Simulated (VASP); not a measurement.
# PbF2 (Fm-3m) in VASP: single point with PBE+D3(BJ)

Aim: the single point of PbF2 with PBE+D3(BJ).

Program: VASP 6.6.1. These are calculated values, not measurements. Logs are shortened: lines on timing, memory, paths and dates and some standing lists are left out, and cuts for length are marked.

### Step 1. The cell of the first run

The structure is cubic, space group Fm-3m (No. 225). Conventional cell: a = 5.940 Å, b = 5.940 Å, c = 5.940 Å, α = 90.00°, β = 90.00°, γ = 90.00°. Within 3.4 Å of Pb (site symmetry m-3m) lie 8 F at 2.57 Å. Within 3.4 Å of F (site symmetry -43m) lie 4 Pb at 2.57 Å and 6 F at 2.97 Å.

### Step 2. Single point, PBE+D3(BJ)

The input, INCAR:

```
PREC = Accurate
ENCUT = 520
EDIFF = 1E-6
ISMEAR = 0
SIGMA = 0.1
LREAL = Auto
LASPH = T
NELM = 100
ALGO = Normal
ISIF = 2
LWAVE = F
LCHARG = T
GGA = PE
IVDW = 12
LELF = T
LVHAR = T
NBANDS = 99
ISYM = 0
```

The input, KPOINTS:

```
Automatic mesh
0
Gamma
  2 2 2
  0.5 0.5 0.5
```

The input, POSCAR:

```
PbF2
1.0
    2.9698500000     -2.9698500000      5.9397000000
    5.9397000000      2.9698500000      2.9698500000
   -2.9698500000      2.9698500000      5.9397000000
Pb F
6 12
Direct
    0.0000000000      0.0000000000      0.0000000000
    0.3333333333      0.3333333333      0.0000000000
    0.6666666667      0.6666666667      0.0000000000
    0.5000000000      0.0000000000      0.5000000000
    0.1666666667      0.6666666667      0.5000000000
    0.8333333333      0.3333333333      0.5000000000
    0.9583333333      0.3333333333      0.1250000000
    0.2916666667      0.6666666667      0.1250000000
    0.6250000000      1.0000000000      0.1250000000
    0.4583333333      0.3333333333      0.6250000000
    0.1250000000      1.0000000000      0.6250000000
    0.7916666667      0.6666666667      0.6250000000
    0.8750000000      0.0000000000      0.3750000000
    0.2083333333      0.3333333333      0.3750000000
    0.5416666667      0.6666666667      0.3750000000
    0.3750000000      1.0000000000      0.8750000000
    0.0416666667      0.6666666667      0.8750000000
    0.7083333333      0.3333333333      0.8750000000
```

Potentials or basis: VASP PAW PBE potentials, release 64 (Pb_d, F).

Started as:

```sh
$ cat potpaw_PBE.64/Pb_d/POTCAR potpaw_PBE.64/F/POTCAR > POTCAR
$ mpirun -np 1 vasp_std > vasp.out
```

OUTCAR:

```text
PREC = Accurate
   ENCUT = 520
   EDIFF = 1E-6
   ISMEAR = 0
   LREAL = Auto
   LASPH = T
   NELM = 100
   ISIF = 2
   GGA = PE
   IVDW = 12
   ISYM = 0
 IVDW          = 12

 ion  position               nearest neighbor table
   1  0.000  0.000  0.000-   7 2.57  17 2.57   9 2.57  11 2.57  13 2.57  16 2.57   8 2.57  18 2.57

   2  0.333  0.333  0.000-  16 2.57   9 2.57  10 2.57  14 2.57   7 2.57  17 2.57  18 2.57   8 2.57

   3  0.667  0.667  0.000-   9 2.57   8 2.57   7 2.57  12 2.57  15 2.57  16 2.57  17 2.57  18 2.57

   4  0.500  0.000  0.500-  10 2.57  15 2.57  11 2.57  12 2.57  13 2.57  14 2.57   9 2.57  16 2.57

   5  0.167  0.667  0.500-  11 2.57  10 2.57   8 2.57  12 2.57  13 2.57  15 2.57  17 2.57  14 2.57

   6  0.833  0.333  0.500-  13 2.57  10 2.57  11 2.57   7 2.57  14 2.57  15 2.57  18 2.57  12 2.57

   7  0.958  0.333  0.125-   1 2.57   2 2.57   3 2.57   6 2.57
   8  0.292  0.667  0.125-   1 2.57   3 2.57   5 2.57   2 2.57
   9  0.625  0.000  0.125-   3 2.57   2 2.57   1 2.57   4 2.57
  10  0.458  0.333  0.625-   4 2.57   2 2.57   5 2.57   6 2.57
  11  0.125  0.000  0.625-   5 2.57   4 2.57   1 2.57   6 2.57
  12  0.792  0.667  0.625-   3 2.57   4 2.57   5 2.57   6 2.57
  13  0.875  0.000  0.375-   6 2.57   4 2.57   5 2.57   1 2.57
  14  0.208  0.333  0.375-   2 2.57   4 2.57   6 2.57   5 2.57
  15  0.542  0.667  0.375-   4 2.57   3 2.57   5 2.57   6 2.57
  16  0.375  0.000  0.875-   2 2.57   1 2.57   3 2.57   4 2.57
  17  0.042  0.667  0.875-   1 2.57   2 2.57   3 2.57   5 2.57
  18  0.708  0.333  0.875-   1 2.57   2 2.57   6 2.57   3 2.57

IMPORTANT INFORMATION: All symmetrisations will be switched off!
NOSYMM: (Re-)initialisation of all symmetry stuff for point group C_1.

----------------------------------------------------------------------------------------

                                     Primitive cell

  volume of cell :     314.3292

  direct lattice vectors                    reciprocal lattice vectors
     2.969850000 -2.969850000  5.939700000     0.028059779 -0.140298893  0.084179336
     5.939700000  2.969850000  2.969850000     0.112239114  0.112239114  0.000000000
    -2.969850000  2.969850000  5.939700000    -0.084179336  0.084179336  0.084179336

  length of vectors
     7.274617113  7.274617113  7.274617113     0.166003889  0.158730078  0.145802886

  position of ions in fractional coordinates (direct lattice)
     0.000000000  0.000000000  0.000000000
     0.333333333  0.333333333  0.000000000
     0.666666667  0.666666667  0.000000000
     0.500000000  0.000000000  0.500000000
     0.166666667  0.666666667  0.500000000
     0.833333333  0.333333333  0.500000000
[... 10 lines left out ...]
     0.041666667  0.666666667  0.875000000
     0.708333333  0.333333333  0.875000000

  ion indices of the primitive-cell ions
   primitive index   ion index
                 1           1
                 2           2
                 3           3
                 4           4
                 5           5
                 6           6
[... 10 lines left out ...]
                17          17
                18          18

----------------------------------------------------------------------------------------

 KPOINTS: Automatic mesh

Automatic generation of k-mesh.
 Grid dimensions read from file:
 generate k-points for:    2    2    2

 Generating k-lattice:

  Cartesian coordinates                     Fractional coordinates (reciprocal lattice)
     0.014029889 -0.070149446  0.042089668     0.500000000 -0.000000000 -0.000000000
     0.056119557  0.056119557  0.000000000     0.000000000  0.500000000  0.000000000
    -0.042089668  0.042089668  0.042089668     0.000000000  0.000000000  0.500000000

  Length of vectors
     0.083001944  0.079365039  0.072901443

  Shift w.r.t. Gamma in fractional coordinates (k-lattice)
     0.500000000  0.500000000  0.500000000

 Subroutine IBZKPT returns following result:
 ===========================================

 Found      8 irreducible k-points:

 Following reciprocal coordinates:
            Coordinates               Weight
  0.250000  0.250000  0.250000      2.000000
 -0.250000  0.000000 -0.250000      2.000000
 -0.250000  0.250000  0.250000      2.000000
  0.250000  0.500000 -0.250000      2.000000
  0.250000 -0.250000  0.250000      2.000000
 -0.250000  0.500000 -0.250000      2.000000
 -0.250000 -0.250000  0.250000      2.000000
  0.250000  0.000000 -0.250000      2.000000
   k-points           NKPTS =      8   k-points in BZ     NKDIM =      8   number of bands    NBANDS=     99
   number of dos      NEDOS =    301   number of ions     NIONS =     18
   total plane-waves  NPLWV = 157464
   dimension x,y,z NGX =    54 NGY =   54 NGZ =   54
   dimension x,y,z NGXF=   108 NGYF=  108 NGZF=  108
   ions per type =               6  12
   NGX,Y,Z   is equivalent  to a cutoff of  12.34, 12.34, 12.34 a.u.
   NGXF,Y,Z  is equivalent  to a cutoff of  24.68, 24.68, 24.68 a.u.
 SYSTEM =  unknown system
   PREC   = accura    normal or accurate (medium, high low for compatibility)
   ISTART =      0    job   : 0-new  1-cont  2-samecut
   ICHARG =      2    charge: 1-file 2-atom 10-const
   ISPIN  =      1    spin polarized calculation?
   LNONCOLLINEAR =      F non collinear calculations
   LSORBIT =      F    spin-orbit coupling
   LASPH  =      T    aspherical Exc in radial PAW
   ENCUT  =  520.0 eV  38.22 Ry    6.18 a.u.  13.53 13.53 13.53*2*pi/ulx,y,z
   NELM   =    100;   NELMIN=  2; NELMDL= -5     # of ELM steps
   EDIFF  = 0.1E-05   stopping-criterion for ELM
   LREAL  =      T    real-space projection
   EDIFFG = 0.1E-04   stopping-criterion for IOM
   NSW    =      0    number of steps for IOM
   IBRION =     -1    ionic relax: 0-MD 1-quasi-New 2-CG
   NFREE  =      0    steps in history (QN), initial steepest desc. (CG)
   ISIF   =      2    stress and relaxation
   ISYM   =      0    0-nonsym 1-usesym 2-fastsym
   POTIM  = 0.5000    time-step for ionic-motion
   TEBEG  =    0.0;   TEEND  =   0.0 temperature during run
   PSTRESS=    0.0 pullay stress
   NELECT =     168.0000    total number of electrons
   NUPDOWN=      -1.0000    fix difference up-down
   EMIN   =  10.00;   EMAX   =-10.00  energy-range for DOS
   EFERMI =   0.00;   METHOD = LEGACY
   ISMEAR =     0;   SIGMA  =   0.10  broadening in eV -4-tet -1-fermi 0-gaus
   EFERMI_NEDOS =   21; number of points for ismear=-14 and -15
   IALGO  =     38    algorithm
   IMIX   =      4    mixing-type and parameters
     AMIX     =   0.40;   BMIX     =  1.00
     AMIX_MAG =   1.60;   BMIX_MAG =  1.00
  volume/ion in A,a.u.               =      17.46       117.84
  Fermi-wavevector in a.u.,A,eV,Ry     =   1.328566  2.510625 24.015460  1.765086
  Thomas-Fermi vector in A             =   2.457794
   LORBIT       =      0    0 simple, 1 ext, 2 COOP (PROOUT), +10 PAW based schemes
   GGA     = PE    functional components
   LHFCALC =     F    Hartree Fock is set to
   AEXX    =    0.0000 exact exchange contribution
   IVDW    =    12    specifies the selected vdW correction
   LEPSILON=     F    determine dielectric tensor
   LRPA    =     F    only Hartree local field effects (RPA)
 non-spin polarized calculation
 Gauss-broadening in eV      SIGMA  =   0.10
  energy-cutoff  :      520.00
  volume of cell :      314.33
 maximum number of plane-waves:      8487
 NGX is ok and might be reduce to    54
   NGX = 27   NGY = 27   NGZ = 27

 number of electron     168.0000075 magnetization

 Free energy of the ion-electron system (eV)
  ---------------------------------------------------
  ext. energy  EPLUGINS =         0.00000000
  ---------------------------------------------------
  free energy    TOTEN  =       -86.04619522 eV

  energy without entropy =      -86.04619522  energy(sigma->0) =      -86.04619522

 E-fermi :   2.3544     XC(G=0):  -9.3750

 val. band max:        1.8120006611   @ k =   0.2500   0.0000  -0.2500
 cond. band min:       6.4458607607   @ k =   0.2500  -0.2500   0.2500
 fundamental gap:      4.6338600997
 Fermi energy:         2.3543669756

 k-point     1 :       0.2500    0.2500    0.2500
  band No.  band energies     occupation
      1     -19.1870      2.00000
      2     -18.9809      2.00000
      3     -18.9633      2.00000
      4     -18.9633      2.00000
      5     -18.9466      2.00000
      6     -18.9433      2.00000
[... 88 lines left out ...]
     95       8.8193      0.00000
     96       8.9736      0.00000

 k-point     2 :      -0.2500    0.0000   -0.2500
  band No.  band energies     occupation
      1     -19.1870      2.00000
      2     -18.9809      2.00000
      3     -18.9633      2.00000
      4     -18.9633      2.00000
      5     -18.9466      2.00000
      6     -18.9433      2.00000
[... 88 lines left out ...]
     95       8.8193      0.00000
     96       8.9736      0.00000

 k-point     3 :      -0.2500    0.2500    0.2500
  band No.  band energies     occupation
      1     -19.0992      2.00000
      2     -19.0411      2.00000
      3     -19.0205      2.00000
      4     -19.0046      2.00000
      5     -18.9483      2.00000
      6     -18.9246      2.00000
[... 88 lines left out ...]
     95       9.1850      0.00000
     96       9.1880      0.00000

 k-point     4 :       0.2500    0.5000   -0.2500
  band No.  band energies     occupation
      1     -19.0992      2.00000
      2     -19.0411      2.00000
      3     -19.0205      2.00000
      4     -19.0046      2.00000
      5     -18.9483      2.00000
      6     -18.9246      2.00000
[... 88 lines left out ...]
     95       9.1849      0.00000
     96       9.1853      0.00000

 k-point     5 :       0.2500   -0.2500    0.2500
  band No.  band energies     occupation
      1     -19.1265      2.00000
      2     -19.0320      2.00000
      3     -18.9967      2.00000
      4     -18.9809      2.00000
      5     -18.9633      2.00000
      6     -18.9466      2.00000
[... 88 lines left out ...]
     95       9.0150      0.00000
     96       9.1703      0.00000

 k-point     6 :      -0.2500    0.5000   -0.2500
  band No.  band energies     occupation
      1     -19.1265      2.00000
      2     -19.0320      2.00000
      3     -18.9967      2.00000
      4     -18.9809      2.00000
      5     -18.9633      2.00000
      6     -18.9466      2.00000
[... 88 lines left out ...]
     95       9.0150      0.00000
     96       9.1702      0.00000

 k-point     7 :      -0.2500   -0.2500    0.2500
  band No.  band energies     occupation
      1     -19.1521      2.00000
      2     -19.0411      2.00000
      3     -19.0046      2.00000
      4     -18.9496      2.00000
      5     -18.9483      2.00000
      6     -18.9071      2.00000
[... 88 lines left out ...]
     95       8.8998      0.00000
     96       8.9278      0.00000

 k-point     8 :       0.2500    0.0000   -0.2500
  band No.  band energies     occupation
      1     -19.1521      2.00000
      2     -19.0411      2.00000
      3     -19.0046      2.00000
      4     -18.9496      2.00000
      5     -18.9483      2.00000
      6     -18.9071      2.00000
[... 88 lines left out ...]
     95       8.8998      0.00000
     96       8.9278      0.00000
 [bands above 96 left out]

------------------------ aborting loop because EDIFF is reached ----------------------------------------

 Edisp (eV)   -2.74557

 E8    (eV) :    -1.1828

  FORCE on cell =-STRESS in cart. coord.  units (eV):
  Direction    XX          YY          ZZ          XY          YZ          ZX
  --------------------------------------------------------------------------------------
  -------------------------------------------------------------------------------------
  Total       1.21623     1.21569     1.25121    -0.00412     0.00947    -0.00897
  in kB       6.19927     6.19654     6.37758    -0.02099     0.04826    -0.04571
  external pressure =        6.26 kB  Pullay stress =        0.00 kB

 VOLUME and BASIS-vectors are now :
 -----------------------------------------------------------------------------
  energy-cutoff  :      520.00
  volume of cell :      314.33
      direct lattice vectors                 reciprocal lattice vectors
     2.969850000 -2.969850000  5.939700000     0.028059779 -0.140298893  0.084179336
     5.939700000  2.969850000  2.969850000     0.112239114  0.112239114  0.000000000
    -2.969850000  2.969850000  5.939700000    -0.084179336  0.084179336  0.084179336

 POSITION                                       TOTAL-FORCE (eV/Angst)
 -----------------------------------------------------------------------------------
      0.00000      0.00000      0.00000        -0.000034     -0.000044      0.000004
      2.96985      0.00000      2.96985         0.000082      0.000059     -0.000008
      5.93970      0.00000      5.93970        -0.000018     -0.000029      0.000008
      0.00000      0.00000      5.93970        -0.000046     -0.000044     -0.000017
      2.96985      2.96985      5.93970         0.000022      0.000018      0.000025
      2.96985     -0.00000      8.90955         0.000004      0.000025     -0.000014
[... 10 lines left out ...]
      1.48493      4.45477      7.42463        -0.002232      0.002248     -0.000260
      1.48492      1.48492     10.39447        -0.002251      0.002201     -0.000212
 -----------------------------------------------------------------------------------
    total drift:                                0.000033     -0.000034      0.000015

  FREE ENERGIE OF THE ION-ELECTRON SYSTEM (eV)
  ---------------------------------------------------
  free  energy   TOTEN  =       -88.7917692087 eV

  energy  without entropy=      -88.7917692087  energy(sigma->0) =      -88.79176921
```

Wall time 4.2 min (1 thread of Intel Xeon 6975P-C (Granite Rapids), shared host); peak memory 0.45 GiB.

What came out:

```
Free energy                : -88.7918 eV
Pressure                   : 0.6 GPa
Band gap on the k mesh     : 4.63 eV
Dispersion energy per atom : -0.153 eV
```

Caveat: spin-orbit coupling is left out, which moves the levels of the heavy elements.
